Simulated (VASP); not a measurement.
# Tc (Fm-3m) in VASP: a series of runs

Tc is run at these levels: PBE, revPBE, r2SCAN; tasks: single point, relaxation of cell and atoms.

Program: VASP 6.6.1. These are calculated values, not measurements. Logs are shortened: lines on timing, memory, paths and dates and some standing lists are left out, and cuts for length are marked.

### Step 1. The cell of the first run

The structure is cubic, space group Fm-3m (No. 225). Conventional cell: a = 3.900 Å, b = 3.900 Å, c = 3.900 Å, α = 90.00°, β = 90.00°, γ = 90.00°. Tc (site symmetry m-3m) has 12 Tc at 2.76 Å within 3.6 Å.

### Step 2. Single point, PBE

The input, INCAR:

```
ALGO = Normal
EDIFF = 1E-6
ENCUT = 520
GGA = PE
ISIF = 2
ISMEAR = 0
LASPH = T
LCHARG = F
LREAL = F
LWAVE = F
NBANDS = 12
NELM = 80
PREC = Accurate
SIGMA = 0.05
```

The input, KPOINTS:

```
k-points
0
Gamma
  12 12 12
```

The input, POSCAR:

```
Tc
1.0
    0.0000000000      1.9500000000      1.9500000000
    1.9500000000      0.0000000000      1.9500000000
    1.9500000000      1.9500000000      0.0000000000
Tc
1
Direct
    0.0000000000      0.0000000000      0.0000000000
```

Potentials or basis: VASP PAW PBE potentials, release 64 (Tc_pv).

Started as:

```
cat potpaw_PBE.64/Tc_pv/POTCAR > POTCAR
mpirun -np 1 vasp_std > vasp.out
```

OUTCAR:

```text
EDIFF = 1E-6
   ENCUT = 520
   GGA = PE
   ISIF = 2
   ISMEAR = 0
   LASPH = T
   LREAL = F
   NELM = 80
   PREC = Accurate

 ion  position               nearest neighbor table
   1  0.000  0.000  0.000-

  LATTYP: Found a face centered cubic cell.
 ALAT       =     3.9000000000

  Lattice vectors:

 A1 = (   0.0000000000,   1.9500000000,   1.9500000000)
 A2 = (   1.9500000000,   0.0000000000,   1.9500000000)
 A3 = (   1.9500000000,   1.9500000000,   0.0000000000)

Analysis of symmetry for initial positions (statically):
=====================================================================
 Subroutine PRICEL returns:
 Original cell was already a primitive cell.

 Routine SETGRP: Setting up the symmetry group for a
 face centered cubic supercell.

 Subroutine GETGRP returns: Found 48 space group operations
[... 9 lines left out ...]

 Routine SETGRP: Setting up the symmetry group for a
 face centered cubic supercell.

 Subroutine GETGRP returns: Found 48 space group operations
[... 11 lines left out ...]
                                     Primitive cell

  volume of cell :      14.8297

  direct lattice vectors                    reciprocal lattice vectors
     0.000000000  1.950000000  1.950000000    -0.256410256  0.256410256  0.256410256
     1.950000000  0.000000000  1.950000000     0.256410256 -0.256410256  0.256410256
     1.950000000  1.950000000  0.000000000     0.256410256  0.256410256 -0.256410256

  length of vectors
     2.757716447  2.757716447  2.757716447     0.444115592  0.444115592  0.444115592

  position of ions in fractional coordinates (direct lattice)
     0.000000000  0.000000000  0.000000000

  ion indices of the primitive-cell ions
   primitive index   ion index
                 1           1

----------------------------------------------------------------------------------------

 KPOINTS: k-points

Automatic generation of k-mesh.
 Grid dimensions read from file:
 generate k-points for:   12   12   12

 Generating k-lattice:

  Cartesian coordinates                     Fractional coordinates (reciprocal lattice)
    -0.021367521  0.021367521  0.021367521     0.083333333  0.000000000  0.000000000
     0.021367521 -0.021367521  0.021367521     0.000000000  0.083333333  0.000000000
     0.021367521  0.021367521 -0.021367521     0.000000000  0.000000000  0.083333333

  Length of vectors
     0.037009633  0.037009633  0.037009633

[... 52 lines left out ...]
   NELM   =     80;   NELMIN=  2; NELMDL= -5     # of ELM steps
   EDIFF  = 0.1E-05   stopping-criterion for ELM
   LREAL  =      F    real-space projection
   EDIFFG = 0.1E-04   stopping-criterion for IOM
   NSW    =      0    number of steps for IOM
   IBRION =     -1    ionic relax: 0-MD 1-quasi-New 2-CG
   NFREE  =      0    steps in history (QN), initial steepest desc. (CG)
   ISIF   =      2    stress and relaxation
   ISYM   =      2    0-nonsym 1-usesym 2-fastsym
   POTIM  = 0.5000    time-step for ionic-motion
   TEBEG  =    0.0;   TEEND  =   0.0 temperature during run
   PSTRESS=    0.0 pullay stress
   NELECT =      13.0000    total number of electrons
   NUPDOWN=      -1.0000    fix difference up-down
   EMIN   =  10.00;   EMAX   =-10.00  energy-range for DOS
   EFERMI =   0.00;   METHOD = LEGACY
   ISMEAR =     0;   SIGMA  =   0.05  broadening in eV -4-tet -1-fermi 0-gaus
   EFERMI_NEDOS =   21; number of points for ismear=-14 and -15
   IALGO  =     38    algorithm
   IMIX   =      4    mixing-type and parameters
     AMIX     =   0.40;   BMIX     =  1.00
     AMIX_MAG =   1.60;   BMIX_MAG =  1.00
  volume/ion in A,a.u.               =      14.83       100.08
  Fermi-wavevector in a.u.,A,eV,Ry     =   1.566792  2.960808 33.400086  2.454837
  Thomas-Fermi vector in A             =   2.669068
   LORBIT       =      0    0 simple, 1 ext, 2 COOP (PROOUT), +10 PAW based schemes
   GGA     = PE    functional components
   LHFCALC =     F    Hartree Fock is set to
   AEXX    =    0.0000 exact exchange contribution
   IVDW    =     0    specifies the selected vdW correction
   LEPSILON=     F    determine dielectric tensor
   LRPA    =     F    only Hartree local field effects (RPA)
 non-spin polarized calculation
 Gauss-broadening in eV      SIGMA  =   0.05
  energy-cutoff  :      520.00
  volume of cell :       14.83
 maximum number of plane-waves:       415
 NGX is ok and might be reduce to    24
   NGX = 11   NGY = 11   NGZ = 11

 number of electron      13.0000001 magnetization

 Free energy of the ion-electron system (eV)
  ---------------------------------------------------
  ext. energy  EPLUGINS =         0.00000000
  ---------------------------------------------------
  free energy    TOTEN  =       -10.27110153 eV

  energy without entropy =      -10.26943432  energy(sigma->0) =      -10.27026792

 E-fermi :  12.3016     XC(G=0): -13.5915

 val. band max:       12.2790724639   @ k =  -0.4167   0.0833   0.0000
 cond. band min:      12.3018380516   @ k =  -0.2500   0.3333   0.0833
 fundamental gap:      0.0227655877
 Fermi energy:        12.3016039521

 k-point     1 :       0.0000    0.0000    0.0000
  band No.  band energies     occupation
      1     -26.1675      2.00000
      2     -26.1675      2.00000
      3     -26.1675      2.00000
      4       4.8839      2.00000
      5      10.5171      2.00000
      6      10.5171      2.00000
      7      10.5171      2.00000
      8      13.0170      0.00000
      9      13.0170      0.00000
     10      26.2591      0.00000
     11      31.6951      0.00000
     12      31.6951      0.00000
[... 331 lines left out ...]
 k-point    24 :      -0.4167    0.1667    0.0000
  band No.  band energies     occupation
      1     -27.1996      2.00000
      2     -26.5282      2.00000
      3     -26.3604      2.00000
      4       7.7102      2.00000
      5       9.5550      2.00000
      6      11.1340      2.00000
      7      11.3583      2.00000
      8      14.5369      0.00000
      9      17.7899      0.00000
     10      22.4080      0.00000
     11      27.4702      0.00000
     12      30.3559      0.00000

 [... further k-points ...]
[... 5 lines left out ...]
  --------------------------------------------------------------------------------------
  -------------------------------------------------------------------------------------
  Total       -0.6344970     -0.6344970     -0.6344970      0.0000000      0.0000000      0.0000000
  in kB      -68.5498205    -68.5498205    -68.5498205      0.0000000      0.0000000      0.0000000
  external PRESSURE =     -68.5498205 kB  Pullay stress =       0.0000000 kB

 VOLUME and BASIS-vectors are now :
 -----------------------------------------------------------------------------
  energy-cutoff  :      520.00
  volume of cell :       14.83
      direct lattice vectors                 reciprocal lattice vectors
     0.000000000  1.950000000  1.950000000    -0.256410256  0.256410256  0.256410256
     1.950000000  0.000000000  1.950000000     0.256410256 -0.256410256  0.256410256
     1.950000000  1.950000000  0.000000000     0.256410256  0.256410256 -0.256410256

 POSITION                                       TOTAL-FORCE (eV/Angst)
 -----------------------------------------------------------------------------------
      0.00000      0.00000      0.00000         0.000000     -0.000000      0.000000
 -----------------------------------------------------------------------------------
    total drift:                               -0.000000      0.000000      0.000000

  FREE ENERGIE OF THE ION-ELECTRON SYSTEM (eV)
  ---------------------------------------------------
  free  energy   TOTEN  =       -10.2711015315 eV

  energy  without entropy=      -10.2694343174  energy(sigma->0) =      -10.27026792
```

OSZICAR:

```text
N       E                     dE             d eps       ncg     rms          rms(c)
DAV:   1     0.115968571260E+03    0.11597E+03   -0.79052E+03  1736   0.103E+03
DAV:   2    -0.928096488957E+01   -0.12525E+03   -0.12183E+03  1924   0.309E+02
DAV:   3    -0.110328350919E+02   -0.17519E+01   -0.17404E+01  1948   0.418E+01
DAV:   4    -0.110400151500E+02   -0.71801E-02   -0.71798E-02  1880   0.295E+00
DAV:   5    -0.110400674807E+02   -0.52331E-04   -0.52331E-04  1936   0.245E-01    0.157E+01
DAV:   6    -0.103507224780E+02    0.68935E+00   -0.95004E-01  1772   0.129E+01    0.457E+00
DAV:   7    -0.102758551642E+02    0.74867E-01   -0.14262E-01  1884   0.483E+00    0.562E-01
DAV:   8    -0.102712347790E+02    0.46204E-02   -0.56415E-03  1748   0.921E-01    0.242E-01
DAV:   9    -0.102711041199E+02    0.13066E-03   -0.22873E-04  1952   0.204E-01    0.136E-02
DAV:  10    -0.102711023627E+02    0.17572E-05   -0.47159E-06  1812   0.237E-02    0.453E-03
DAV:  11    -0.102711011072E+02    0.12555E-05   -0.27856E-07  1176   0.711E-03    0.789E-04
DAV:  12    -0.102711015315E+02   -0.42429E-06   -0.29795E-08   920   0.215E-03
   1 F= -.10271102E+02 E0= -.10270268E+02  d E =-.166721E-02
```

stdout:

```text
POSCAR found type information on POSCAR Tc
 POSCAR found :  1 types and       1 ions
 scaLAPACK will be used
 LDA part: xc-table for (Slater+PW92), standard interpolation
 POSCAR, INCAR and KPOINTS ok, starting setup
 FFT: planning ... GRIDC
 FFT: planning ... GRID_SOFT
 FFT: planning ... GRID
 WAVECAR not read
 entering main loop
```

Run time: 6.6 s. Hardware: 1 thread of Intel Xeon Platinum 8375C at 2.90GHz (Ice Lake), shared host; peak memory 0.14 GiB.

What came out:

- Free energy: -10.2711 eV
- Pressure: -6.9 GPa

Levels at points of the mesh, in eV from the Fermi level:
```
           k point  band 3  band 4  band 5  band 6  band 7  band 8  band 9  band 10  band 11  band 12
(0.00, 0.00, 0.00)  -38.47   -7.42   -1.78   -1.78   -1.78    0.72    0.72    13.96    19.39    19.39
(0.50, 0.00, 0.00)  -38.62   -5.42   -1.94   -1.94    1.13    2.65    2.65    10.29    13.59    19.91
(0.50, 0.50, 0.00)  -38.88   -5.75   -5.17    2.60    3.20    3.20    3.67    12.77    12.77    13.70
```

(Part 1 of 2 ends here.)
